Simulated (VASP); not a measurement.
# Ga (I4/mmm) in VASP: notebook

Ga is run at these levels: PBE; tasks: single point.

All numbers are computed with VASP 6.6.1; they aren't measurements. Logs are shortened: lines on timing, memory, paths and dates and some standing lists are left out, and cuts for length are marked.

### 1 The cell of the first run

Symmetry: I4/mmm, No. 139, tetragonal system. Conventional cell: a = 2.836 Å, b = 2.836 Å, c = 4.458 Å, α = 90.00°, β = 90.00°, γ = 90.00°. Within 3.7 Å of Ga (site symmetry 4/mmm) lie 12 Ga at 2.84 to 3.00 Å.

### 2 Single point, PBE (equal xx and yy strain of +1 %)

INCAR reads:

```
SYSTEM = Ga
ALGO = Normal
EDIFF = 1E-6
ENCUT = 500
GGA = PE
GGA_COMPAT = .False.
ISIF = 2
ISMEAR = -1
ISYM = 0
LASPH = .True.
LCHARG = .False.
LREAL = .False.
LWAVE = .False.
NBANDS = 12
NELM = 120
PREC = Accurate
SIGMA = 0.05
```

KPOINTS reads:

```
k-points
0
Gamma
  14 14 16
  0 0 0
```

POSCAR reads:

```
Ga
1.0
   -1.4180400000      1.4180400000      2.2290000000
    1.4180400000     -1.4180400000      2.2290000000
    1.4180400000      1.4180400000     -2.2290000000
Ga
1
Direct
    0.0000000000      0.0000000000      0.0000000000
```

Potentials or basis: VASP PAW PBE potentials, release 64 (Ga_d).

Launch:

```sh
$ cat potpaw_PBE.64/Ga_d/POTCAR > POTCAR
$ mpirun -np 1 vasp_std > vasp.out
```

OUTCAR:

```text
SYSTEM = Ga
   EDIFF = 1E-6
   ENCUT = 500
   GGA = PE
   ISIF = 2
   ISMEAR = -1
   ISYM = 0
   LASPH = .True.
   LREAL = .False.
   NELM = 120
   PREC = Accurate

 ion  position               nearest neighbor table
   1  0.000  0.000  0.000-

IMPORTANT INFORMATION: All symmetrisations will be switched off!
NOSYMM: (Re-)initialisation of all symmetry stuff for point group C_1.

----------------------------------------------------------------------------------------

                                     Primitive cell

  volume of cell :      17.9286

  direct lattice vectors                    reciprocal lattice vectors
    -1.418040000  1.418040000  2.229000000     0.000000000  0.352599363  0.224315837
     1.418040000 -1.418040000  2.229000000     0.352599363  0.000000000  0.224315837
     1.418040000  1.418040000 -2.229000000     0.352599363  0.352599363  0.000000000

  length of vectors
     2.998352195  2.998352195  2.998352195     0.417904182  0.417904182  0.498650801

  position of ions in fractional coordinates (direct lattice)
     0.000000000  0.000000000  0.000000000

  ion indices of the primitive-cell ions
   primitive index   ion index
                 1           1

----------------------------------------------------------------------------------------

 KPOINTS: k-points

Automatic generation of k-mesh.
 Grid dimensions read from file:
 generate k-points for:   14   14   16

 Generating k-lattice:

  Cartesian coordinates                     Fractional coordinates (reciprocal lattice)
     0.000000000  0.025185669  0.016022560     0.071428571  0.000000000 -0.000000000
     0.025185669  0.000000000  0.016022560     0.000000000  0.071428571 -0.000000000
     0.022037460  0.022037460  0.000000000     0.000000000  0.000000000  0.062500000

  Length of vectors
     0.029850299  0.029850299  0.031165675

  Shift w.r.t. Gamma in fractional coordinates (k-lattice)
     0.000000000  0.000000000  0.000000000

 -----------------------------------------------------------------------------
|                                                                             |
|           W    W    AA    RRRRR   N    N  II  N    N   GGGG   !!!           |
|           W    W   A  A   R    R  NN   N  II  NN   N  G    G  !!!           |
|           W    W  A    A  R    R  N N  N  II  N N  N  G       !!!           |
|           W WW W  AAAAAA  RRRRR   N  N N  II  N  N N  G  GGG   !            |
|           WW  WW  A    A  R   R   N   NN  II  N   NN  G    G                |
|           W    W  A    A  R    R  N    N  II  N    N   GGGG   !!!           |
[... 75 lines left out ...]
   NELECT =      13.0000    total number of electrons
   NUPDOWN=      -1.0000    fix difference up-down
   EMIN   =  10.00;   EMAX   =-10.00  energy-range for DOS
   EFERMI =   0.00;   METHOD = LEGACY
   ISMEAR =    -1;   SIGMA  =   0.05  broadening in eV -4-tet -1-fermi 0-gaus
   EFERMI_NEDOS =   21; number of points for ismear=-14 and -15
   IALGO  =     38    algorithm
   IMIX   =      4    mixing-type and parameters
     AMIX     =   0.40;   BMIX     =  1.00
     AMIX_MAG =   1.60;   BMIX_MAG =  1.00
  volume/ion in A,a.u.               =      17.93       120.99
  Fermi-wavevector in a.u.,A,eV,Ry     =   1.470755  2.779324 29.431030  2.163120
  Thomas-Fermi vector in A             =   2.585973
   LORBIT       =      0    0 simple, 1 ext, 2 COOP (PROOUT), +10 PAW based schemes
   GGA     = PE    functional components
   LHFCALC =     F    Hartree Fock is set to
   AEXX    =    0.0000 exact exchange contribution
   IVDW    =     0    specifies the selected vdW correction
   LEPSILON=     F    determine dielectric tensor
   LRPA    =     F    only Hartree local field effects (RPA)
 non-spin polarized calculation
  energy-cutoff  :      500.00
  volume of cell :       17.93
 maximum number of plane-waves:       467
 NGX is ok and might be reduce to    24
   NGX = 11   NGY = 11   NGZ = 11

 number of electron      12.9999994 magnetization

 Free energy of the ion-electron system (eV)
  ---------------------------------------------------
  ext. energy  EPLUGINS =         0.00000000
  ---------------------------------------------------
  free energy    TOTEN  =        -2.88075558 eV

  energy without entropy =       -2.87788371  energy(sigma->0) =       -2.87931965

 E-fermi :   6.0737     XC(G=0): -11.2760

 val. band max:        6.0735074025   @ k =   0.2143   0.2143   0.3125
 cond. band min:       6.0924350508   @ k =   0.2143   0.0714   0.2500
 fundamental gap:      0.0189276483
 Fermi energy:         6.0736749086

 k-point     1 :       0.0000    0.0000    0.0000
  band No.  band energies     occupation
      1      -8.9902      2.00000
      2      -8.8767      2.00000
      3      -8.8764      2.00000
      4      -8.8440      2.00000
      5      -8.7221      2.00000
      6      -5.4014      2.00000
      7      18.8331      0.00000
      8      18.8334      0.00000
      9      18.8935      0.00000
     10      22.3179      0.00000
     11      22.3325      0.00000
     12      22.9187      0.00000
[... 331 lines left out ...]
 k-point    24 :       0.0714    0.1429   -0.0000
  band No.  band energies     occupation
      1      -8.9678      2.00000
      2      -8.8840      2.00000
      3      -8.8547      2.00000
      4      -8.8226      2.00000
      5      -8.7312      2.00000
      6      -4.5538      2.00000
      7      13.4835      0.00000
      8      15.8341      0.00000
      9      18.1110      0.00000
     10      21.2146      0.00000
     11      21.8261      0.00000
     12      23.9282      0.00000

 [... further k-points ...]

------------------------ aborting loop because EDIFF is reached ----------------------------------------

  FORCE on cell =-STRESS in cart. coord.  units (eV):
  Direction    XX          YY          ZZ          XY          YZ          ZX
  --------------------------------------------------------------------------------------
  -------------------------------------------------------------------------------------
  Total        0.3481256      0.3481250      0.3104675     -0.0107766      0.0105118      0.0105119
  in kB       31.1099609     31.1099091     27.7446794     -0.9630447      0.9393784      0.9393914
  external PRESSURE =      29.9881831 kB  Pullay stress =       0.0000000 kB

 VOLUME and BASIS-vectors are now :
 -----------------------------------------------------------------------------
  energy-cutoff  :      500.00
  volume of cell :       17.93
      direct lattice vectors                 reciprocal lattice vectors
    -1.418040000  1.418040000  2.229000000     0.000000000  0.352599363  0.224315837
     1.418040000 -1.418040000  2.229000000     0.352599363  0.000000000  0.224315837
     1.418040000  1.418040000 -2.229000000     0.352599363  0.352599363  0.000000000

 POSITION                                       TOTAL-FORCE (eV/Angst)
 -----------------------------------------------------------------------------------
      0.00000      0.00000      0.00000         0.000000     -0.000000      0.000000
 -----------------------------------------------------------------------------------
    total drift:                                0.000000     -0.000000      0.000000

  FREE ENERGIE OF THE ION-ELECTRON SYSTEM (eV)
  ---------------------------------------------------
  free  energy   TOTEN  =        -2.8807555838 eV

  energy  without entropy=       -2.8778837103  energy(sigma->0) =       -2.87931965
```

OSZICAR:

```text
N       E                     dE             d eps       ncg     rms          rms(c)
DAV:   1     0.431185346309E+02    0.43119E+02   -0.65663E+03 41048   0.187E+03
DAV:   2    -0.822242933590E+00   -0.43941E+02   -0.42238E+02 39936   0.259E+02
DAV:   3    -0.289394870319E+01   -0.20717E+01   -0.20667E+01 43212   0.450E+01
DAV:   4    -0.291050305352E+01   -0.16554E-01   -0.16552E-01 43304   0.430E+00
DAV:   5    -0.291067566169E+01   -0.17261E-03   -0.17261E-03 44568   0.422E-01    0.894E-01
DAV:   6    -0.288693471442E+01    0.23741E-01   -0.37048E-02 47100   0.398E+00    0.453E-01
DAV:   7    -0.288137430915E+01    0.55604E-02   -0.71404E-03 55016   0.147E+00    0.122E-01
DAV:   8    -0.288075131607E+01    0.62299E-03   -0.66699E-04 44420   0.475E-01    0.890E-03
DAV:   9    -0.288075505862E+01   -0.37425E-05   -0.69404E-06 50168   0.386E-02    0.331E-03
DAV:  10    -0.288075558379E+01   -0.52517E-06   -0.22106E-07 30024   0.744E-03
   1 F= -.28807556E+01 E0= -.28793196E+01  d E =-.287187E-02
```

Run time: 8.1 min. Hardware: 1 thread of Oxide Virtual Turin-like, shared host; peak memory 0.37 GiB.

What came out:

```
Free energy            : -2.8808 eV
Pressure               : 3.0 GPa
Band gap on the k mesh : zero (an odd number of electrons rules out a gap without spin polarisation)
```

Stress tensor (GPa, compression positive):
```
 3.11 -0.10  0.09
-0.10  3.11  0.09
 0.09  0.09  2.77
```

Caveat: the cell differs from its parent crystal (equal xx and yy strain of +1 %).

### 3 Single point, PBE (equal xx and yy strain of +3 %)

INCAR reads:

```
  ALGO = Normal
  EDIFF = 1E-6
  ENCUT = 500
  GGA = PE
  GGA_COMPAT = F
  ISIF = 2
  ISMEAR = -1
  ISYM = 0
  LASPH = T
  LCHARG = T
  LELF = T
  LREAL = F
  LVHAR = T
  LWAVE = F
  NBANDS = 12
  NELM = 120
  PREC = Accurate
  SIGMA = 0.05
```

KPOINTS reads:

```
k-points
0
Gamma
  14 14 16
```

POSCAR reads:

```
Ga
1.0
   -1.4461200000      1.4461200000      2.2290000000
    1.4461200000     -1.4461200000      2.2290000000
    1.4461200000      1.4461200000     -2.2290000000
Ga
1
Direct
    0.0000000000      0.0000000000      0.0000000000
```

Potentials or basis: VASP PAW PBE potentials, release 64 (Ga_d).

Launch:

```sh
$ cat potpaw_PBE.64/Ga_d/POTCAR > POTCAR
$ mpirun -np 1 vasp_std > vasp.out
```

Wall time 8.4 min (1 thread of Oxide Virtual Turin-like, shared host); peak memory 0.38 GiB.

It converged, with:

```yaml
Free_energy: -2.8894 eV
Pressure: 0.8 GPa
Band_gap_on_the_k_mesh: zero (an odd number of electrons rules out a gap without spin polarisation)
```

Stress tensor (GPa, compression positive):
```
 0.75 -0.02  0.21
-0.02  0.75  0.21
 0.21  0.21  0.80
```

Levels at points of the mesh, in eV from the Fermi level:
```csv
k point,band 4,band 5,band 6,band 7,band 8,band 9
"(0.00, 0.00, 0.00)",-14.88,-14.78,-11.17,12.30,12.30,12.37
"(0.50, 0.00, 0.00)",-14.74,-14.71,-4.97,-4.04,8.76,10.93
"(0.00, 0.50, 0.00)",-14.74,-14.71,-4.97,-4.04,8.76,10.93
"(0.50, 0.50, 0.00)",-14.73,-14.65,-2.25,-1.74,4.19,4.85
"(0.00, 0.00, 0.50)",-14.73,-14.65,-2.25,-1.74,4.19,4.85
"(0.50, 0.00, 0.50)",-14.74,-14.71,-4.97,-4.04,8.76,10.93
"(0.00, 0.50, 0.50)",-14.74,-14.71,-4.97,-4.04,8.76,10.93
"(0.50, 0.50, 0.50)",-14.70,-14.70,-3.51,-3.26,5.92,5.93
```

Caveat: the cell differs from its parent crystal (equal xx and yy strain of +3 %).
